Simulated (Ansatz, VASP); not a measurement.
**Two plane-wave programs on N**

```
N
1.0
     2.51947    0.00000    0.00000
    -1.25974    2.18193    0.00000
     0.00000    0.00000    2.44600
N
2
Cartesian
  0.0000 1.4546 1.8345
  1.2597 0.7273 0.6115
```

Alike in both runs: task single point; functional PBE-based screened hybrid; k mesh 6 × 6 × 6; occupations fermi-dirac, width 0.05 eV; no spin polarisation.

|  | VASP | Ansatz |
| --- | --- | --- |
| version | VASP 6.6.1 | Ansatz 0.2.0 |
| potentials or method | VASP PAW PBE potentials, release 64 (N) | Ansatz PAW |
| plane-wave cutoff (eV) | 520 | 420 |
| valence electrons in the cell | 10 | 10 |

VASP gave:

```
gap on the k mesh at the Fermi level (eV)                     : none
pressure (GPa)                                                : -1.7
traceless stress, the component that is largest in VASP (GPa) : -6.73
```

Q: What did Ansatz give for the same quantities?

A: gap on the k mesh at the Fermi level (eV): none; pressure (GPa): -1.5; traceless stress, the component that is largest in VASP (GPa): -6.74.

VASP's potentials were made for PBE, not for PBE-based screened hybrid. A gap of «none» marks a metal or a gap that the smearing closes.

The k mesh is coarse, so the values compare programs but aren't converged.
